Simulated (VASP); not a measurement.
## Au: single point with PBEsol

Crystal: Au.

```xyz
1
Lattice="0.0000 2.0410 2.0410 2.0410 0.0000 2.0410 2.0410 2.0410 0.0000" Properties=species:S:1:pos:R:3 pbc="T T T"
Au    0.0000    0.0000    0.0000
```

* Program: VASP 6.6.1
* Task: single point
* Functional: PBEsol
* Potentials or basis: VASP PAW PBE potentials, release 64 (Au)
* Cutoff: 500 eV
* k mesh: 9 × 9 × 9
* Occupations: fermi-dirac, width 0.1 eV
* Spin: no spin polarisation

```json
{"Pressure": "-0.3 GPa", "Band gap on the k mesh": "zero (an odd number of electrons rules out a gap without spin polarisation)"}
```

Levels at points of the mesh, in eV from the Fermi level:
| k point | band 2 | band 3 | band 4 | band 5 | band 6 | band 7 | band 8 | band 9 | band 10 | band 11 |
| --- | --- | --- | --- | --- | --- | --- | --- | --- | --- | --- |
| (0.00, 0.00, 0.00) | -4.65 | -4.65 | -4.65 | -3.12 | -3.12 | 14.53 | 18.54 | 18.54 | 18.54 | 23.41 |

Run time: 3.4 s on 1 thread of AMD EPYC 9R45 96-Core Processor (Zen 5), with other jobs on the host, peak memory 0.11 GiB.

Caveat: the PAW data sets were made with another functional, which shifts forces and pressure a little; spin-orbit coupling is left out, which moves the levels of the heavy elements.
